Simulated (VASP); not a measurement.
A run of VASP 6.6.1 is set up as follows.

INCAR

```
SYSTEM = TaC2
ALGO     = Normal         ! electronic algorithm
EDIFF    = 1E-6           ! SCF threshold, eV
EDIFFG   = -0.04          ! ionic threshold
ENCUT    = 600            ! plane-wave cutoff, eV
GGA      = PE             ! functional
IBRION   = 2              ! ionic algorithm
ISIF     = 3              ! what is computed and relaxed
ISMEAR   = 0              ! smearing method
LASPH    = .TRUE.         ! aspherical terms in the spheres
LCHARG   = .FALSE.        ! write CHGCAR
LREAL    = .FALSE.        ! projectors in reciprocal space
LWAVE    = .FALSE.        ! write WAVECAR
NELM     = 100            ! most SCF steps
NSW      = 90             ! ionic steps
PREC     = Accurate       ! precision mode
SIGMA    = 0.1            ! smearing width, eV
```

Contents of KPOINTS:

```
k-points
0
G
  6 6 6
  0 0 0
```

POSCAR

```
TaC2
1.0
   -1.7861665100      1.7861665100      2.9839060200
    1.7861665100     -1.7861665100      2.9839060200
    1.7861665100      1.7861665100     -2.9839060200
Ta C
1 2
Direct
    0.0000000000      0.0000000000      0.0000000000
    0.4030000000      0.4030000000      0.0000000000
    0.5970000000      0.5970000000      0.0000000000
```

Potentials or basis: VASP PAW PBE potentials, release 64 (Ta_pv, C).

Run with:

```bash
$ cat potpaw_PBE.64/Ta_pv/POTCAR potpaw_PBE.64/C/POTCAR > POTCAR
$ mpirun -np 1 vasp_std > vasp.out
```

Problem. Predict the relaxed cell.

Solution. a = 3.722 Å, b = 3.722 Å, c = 3.722 Å, α = 129.70°, β = 129.70°, γ = 73.88°.

Problem. Predict the space group after relaxing (to 0.05 Å).

Solution. I4/mmm (No. 139).

Problem. Estimate the relaxed volume.

Solution. 9.92 Å³/atom.

The path:
```csv
step,energy change (eV),largest force (eV/Å),pressure (GPa),volume (Å³)
1,0.0000,16.3583,-5.36,38.08
2,4.3618,10.1404,24.04,35.17
3,2.3700,4.9344,-8.36,36.08
4,1.8862,4.2455,-18.07,36.41
5,0.0800,5.1875,-38.10,37.30
6,-1.0338,3.8759,-39.18,37.70
7,-1.3726,1.1919,-34.40,37.90
8,-1.3871,0.4343,-31.29,37.96
9,-1.3907,0.1513,-32.41,37.94
10,-1.7275,1.9281,40.50,27.48
11,-2.2105,0.4278,-2.24,31.34
12,-2.4080,0.0590,2.77,29.70
13,-2.3986,0.0756,12.69,28.43
14,-2.4292,0.0067,6.29,29.16
15,-2.4293,0.0064,7.03,29.06
16,-2.4243,0.8977,-7.22,30.35
17,-2.4465,0.4447,0.02,29.65
18,-2.4448,0.5776,-0.44,29.89
19,-2.4496,0.0009,-0.26,29.76
```

Caveat: the k points lie up to 0.47 Å⁻¹ apart in the final cell; the volume moved by over 15 % at a fixed basis, so the end points are rough.
